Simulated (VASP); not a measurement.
# Sr (P1) in VASP: single point with PBE

Aim: the single point of Sr with PBE.

Everything below comes from runs of VASP 6.6.1. Logs are shortened: lines on timing, memory, paths and dates and some standing lists are left out, and cuts for length are marked.

## Step 1: The cell of the first run

The typed cell holds 7 atoms: a = 8.713 Å, b = 8.713 Å, c = 8.713 Å, α = 60.00°, β = 60.00°, γ = 60.00°.

## Step 2: Single point, PBE

The input, INCAR:

```
SYSTEM = Sr
PREC = Accurate
ENCUT = 520
EDIFF = 1E-7
ISMEAR = 0
SIGMA = 0.1
LREAL = .FALSE.
LASPH = .TRUE.
NELM = 80
ALGO = Normal
ISIF = 2
LWAVE = .FALSE.
LCHARG = .FALSE.
GGA = PE
NBANDS = 44
```

The input, KPOINTS:

```
Automatic mesh
0
G
  2 2 2
  0 0 0
```

The input, POSCAR:

```
Sr
1.0
    0.0000000000      6.1611081000      6.1611081000
    6.1611081000      0.0000000000      6.1611081000
    6.1611081000      6.1611081000      0.0000000000
Sr
7
Direct
   -0.0368656898      0.0250002917      0.0511223785
    0.0236508592      0.5004707676      0.0002149776
   -0.0377333097      0.5527351484      0.5243808334
    0.5389285411     -0.0238854761     -0.0515882849
    0.2506603479      0.0009307579      0.4997644011
    0.4776807114      0.5004521021      0.0002261768
    0.5383254840      0.4491110130      0.4758688620
```

Potentials or basis: VASP PAW PBE potentials, release 64 (Sr_sv).

On the command line:

```
$ cat potpaw_PBE.64/Sr_sv/POTCAR > POTCAR
$ mpirun -np 1 vasp_std > vasp.out
```

OUTCAR:

```text
SYSTEM = Sr
   PREC = Accurate
   ENCUT = 520
   EDIFF = 1E-7
   ISMEAR = 0
   LREAL = .FALSE.
   LASPH = .TRUE.
   NELM = 80
   ISIF = 2
   GGA = PE

 ion  position               nearest neighbor table
   1  0.963  0.025  0.051-   3 4.12   2 4.21   6 4.21   5 4.22   4 4.46   4 4.46   6 4.55   2 4.55
                             3 4.59
   2  0.024  0.500  0.000-   6 3.96   4 4.21   1 4.21   3 4.22   7 4.22   7 4.55   3 4.55   1 4.55
                             4 4.56   6 4.76   5 4.78   5 4.79
   3  0.962  0.553  0.524-   1 4.12   6 4.21   2 4.22   5 4.23   7 4.46   7 4.46   2 4.55   6 4.56
                             1 4.59
   4  0.539  0.976  0.948-   7 4.12   2 4.21   6 4.21   5 4.23   1 4.46   1 4.46   6 4.55   2 4.56
                             7 4.59
   5  0.251  0.001  0.500-   1 4.22   4 4.23   7 4.23   3 4.23   6 4.78   2 4.78   2 4.79   6 4.79

   6  0.478  0.500  0.000-   2 3.96   3 4.21   7 4.21   4 4.21   1 4.21   1 4.55   4 4.55   7 4.55
                             3 4.56   2 4.76   5 4.78   5 4.79
   7  0.538  0.449  0.476-   4 4.12   6 4.21   2 4.22   5 4.23   3 4.46   3 4.46   2 4.55   6 4.55
                             4 4.59

  LATTYP: Found a face centered cubic cell.
 ALAT       =    12.3222162000

  Lattice vectors:

 A1 = (   0.0000000000,   6.1611081000,   6.1611081000)
 A2 = (   6.1611081000,   0.0000000000,   6.1611081000)
 A3 = (   6.1611081000,   6.1611081000,   0.0000000000)

Analysis of symmetry for initial positions (statically):
=====================================================================
 Subroutine PRICEL returns:
 Original cell was already a primitive cell.

 Routine SETGRP: Setting up the symmetry group for a
 face centered cubic supercell.

 Subroutine GETGRP returns: Found  1 space group operations
 (whereof  1 operations were pure point group operations)
 out of a pool of 48 trial point group operations.

The static configuration has the point symmetry C_1 .

Analysis of symmetry for dynamics (positions and initial velocities):
=====================================================================
 Subroutine PRICEL returns:
 Original cell was already a primitive cell.

 Routine SETGRP: Setting up the symmetry group for a
 face centered cubic supercell.

 Subroutine GETGRP returns: Found  1 space group operations
 (whereof  1 operations were pure point group operations)
 out of a pool of 48 trial point group operations.

The dynamic configuration has the point symmetry C_1 .

 Subroutine INISYM returns: Found  1 space group operations
 (whereof  1 operations are pure point group operations),
 and found     1 'primitive' translations

[... 93 lines left out ...]
   ISIF   =      2    stress and relaxation
   ISYM   =      2    0-nonsym 1-usesym 2-fastsym
   POTIM  = 0.5000    time-step for ionic-motion
   TEBEG  =    0.0;   TEEND  =   0.0 temperature during run
   PSTRESS=    0.0 pullay stress
   NELECT =      70.0000    total number of electrons
   NUPDOWN=      -1.0000    fix difference up-down
   EMIN   =  10.00;   EMAX   =-10.00  energy-range for DOS
   EFERMI =   0.00;   METHOD = LEGACY
   ISMEAR =     0;   SIGMA  =   0.10  broadening in eV -4-tet -1-fermi 0-gaus
   EFERMI_NEDOS =   21; number of points for ismear=-14 and -15
   IALGO  =     38    algorithm
   IMIX   =      4    mixing-type and parameters
     AMIX     =   0.40;   BMIX     =  1.00
     AMIX_MAG =   1.60;   BMIX_MAG =  1.00
  volume/ion in A,a.u.               =      66.82       450.93
  Fermi-wavevector in a.u.,A,eV,Ry     =   0.869171  1.642495 10.278639  0.755459
  Thomas-Fermi vector in A             =   1.987955
   LORBIT       =      0    0 simple, 1 ext, 2 COOP (PROOUT), +10 PAW based schemes
   GGA     = PE    functional components
   LHFCALC =     F    Hartree Fock is set to
   AEXX    =    0.0000 exact exchange contribution
   IVDW    =     0    specifies the selected vdW correction
   LEPSILON=     F    determine dielectric tensor
   LRPA    =     F    only Hartree local field effects (RPA)
 non-spin polarized calculation
 Gauss-broadening in eV      SIGMA  =   0.10
  energy-cutoff  :      520.00
  volume of cell :      467.74
 maximum number of plane-waves:     12662
 NGX is ok and might be reduce to    70
   NGX = 33   NGY = 33   NGZ = 33

 number of electron      70.0000000 magnetization

 Free energy of the ion-electron system (eV)
  ---------------------------------------------------
  ext. energy  EPLUGINS =         0.00000000
  ---------------------------------------------------
  free energy    TOTEN  =       -10.54122495 eV

  energy without entropy =      -10.49729474  energy(sigma->0) =      -10.51925984

 E-fermi :   0.7935     XC(G=0):  -6.7570

 val. band max:        0.7762772829   @ k =   0.0000   0.0000   0.0000
 cond. band min:       0.7944781077   @ k =   0.0000   0.0000   0.0000
 fundamental gap:      0.0182008249
 Fermi energy:         0.7935114289

 k-point     1 :       0.0000    0.0000    0.0000
  band No.  band energies     occupation
      1     -36.2573      2.00000
      2     -36.1079      2.00000
      3     -36.1054      2.00000
      4     -36.1033      2.00000
      5     -36.1010      2.00000
      6     -35.8702      2.00000
[... 365 lines left out ...]
     43       2.1140      0.00000
     44       2.1485      0.00000

------------------------ aborting loop because EDIFF is reached ----------------------------------------

  FORCE on cell =-STRESS in cart. coord.  units (eV):
  Direction    XX          YY          ZZ          XY          YZ          ZX
  --------------------------------------------------------------------------------------
  -------------------------------------------------------------------------------------
  Total       -2.3406191     -2.8691908     -2.8696321      0.0049964     -0.7309065     -0.0050366
  in kB       -8.0174237     -9.8279634     -9.8294751      0.0171144     -2.5036058     -0.0172521
  external PRESSURE =      -9.2249541 kB  Pullay stress =       0.0000000 kB

 VOLUME and BASIS-vectors are now :
 -----------------------------------------------------------------------------
  energy-cutoff  :      520.00
  volume of cell :      467.74
      direct lattice vectors                 reciprocal lattice vectors
     0.000000000  6.161108100  6.161108100    -0.081154233  0.081154233  0.081154233
     6.161108100  0.000000000  6.161108100     0.081154233 -0.081154233  0.081154233
     6.161108100  6.161108100  0.000000000     0.081154233  0.081154233 -0.081154233

 POSITION                                       TOTAL-FORCE (eV/Angst)
 -----------------------------------------------------------------------------------
      0.46900      6.24895      6.08800         0.017265      0.006347     -0.006805
      3.08478      0.14704      3.22917         0.000008      0.000218      0.000980
      6.63623      9.15940      9.33409         0.014968     -0.005556      0.005945
     11.85721      9.16366      9.33434        -0.015850     -0.006565      0.006060
      3.08484      4.62345      1.55008        -0.000078      0.000316     -0.000323
      3.08473      2.94444      6.02638         0.000022     -0.001089     -0.000094
      5.69890      6.24856      6.08370        -0.016335      0.006330     -0.005763
 -----------------------------------------------------------------------------------
    total drift:                                0.000010     -0.000011     -0.000014

  FREE ENERGIE OF THE ION-ELECTRON SYSTEM (eV)
  ---------------------------------------------------
  free  energy   TOTEN  =       -10.5412249480 eV

  energy  without entropy=      -10.4972947413  energy(sigma->0) =      -10.51925984
```

OSZICAR:

```text
N       E                     dE             d eps       ncg     rms          rms(c)
DAV:   1     0.511664425859E+03    0.51166E+03   -0.30801E+04   744   0.131E+03
DAV:   2     0.393316748540E+02   -0.47233E+03   -0.46603E+03   800   0.321E+02
DAV:   3    -0.577917259532E+01   -0.45111E+02   -0.44604E+02   992   0.693E+01
DAV:   4    -0.103608269950E+02   -0.45817E+01   -0.45663E+01  1096   0.217E+01
DAV:   5    -0.106211108940E+02   -0.26028E+00   -0.26012E+00  1064   0.407E+00    0.284E+01
DAV:   6    -0.105327302393E+02    0.88381E-01   -0.36129E-01   968   0.240E+00    0.154E+01
DAV:   7    -0.105411031304E+02   -0.83729E-02   -0.28457E-01   944   0.229E+00    0.181E+00
DAV:   8    -0.105407897190E+02    0.31341E-03   -0.56421E-02  1032   0.694E-01    0.503E-01
DAV:   9    -0.105409871407E+02   -0.19742E-03   -0.25308E-03   944   0.149E-01    0.177E-01
DAV:  10    -0.105411746222E+02   -0.18748E-03   -0.33296E-04  1000   0.723E-02    0.491E-02
DAV:  11    -0.105412149806E+02   -0.40358E-04   -0.49386E-05  1064   0.239E-02    0.252E-02
DAV:  12    -0.105412247176E+02   -0.97369E-05   -0.96866E-06   992   0.124E-02    0.618E-03
DAV:  13    -0.105412252907E+02   -0.57309E-06   -0.11895E-06   928   0.407E-03    0.293E-03
DAV:  14    -0.105412249428E+02    0.34787E-06   -0.22323E-07   664   0.210E-03    0.869E-04
DAV:  15    -0.105412249480E+02   -0.51359E-08   -0.39726E-08   512   0.877E-04
   1 F= -.10541225E+02 E0= -.10519260E+02  d E =-.439302E-01
```

stdout:

```text
POSCAR found type information on POSCAR Sr
 POSCAR found :  1 types and       7 ions
 scaLAPACK will be used
 LDA part: xc-table for (Slater+PW92), standard interpolation
 POSCAR, INCAR and KPOINTS ok, starting setup
 FFT: planning ... GRIDC
 FFT: planning ... GRID_SOFT
 FFT: planning ... GRID
 WAVECAR not read
 entering main loop
```

It took 7.8 min on 1 thread of Intel Xeon 8259CL, shared host; peak memory 0.67 GiB.

What came out:

| Quantity | Value |
| --- | --- |
| Free energy | -10.5412 eV |
| Pressure | -0.9 GPa |
| Largest force | 0.020 eV/Å |
| Band gap on the k mesh | zero (bands 35 and 36 overlap by 0.39 eV) |

Forces in eV/Å, atoms in the order of the input:
```
Sr   0.017  0.006 -0.007
Sr   0.000  0.000  0.001
Sr   0.015 -0.006  0.006
Sr  -0.016 -0.007  0.006
Sr   0.000  0.000  0.000
Sr   0.000 -0.001  0.000
Sr  -0.016  0.006 -0.006
```

Caveat: the k points lie up to 0.44 Å⁻¹ apart.
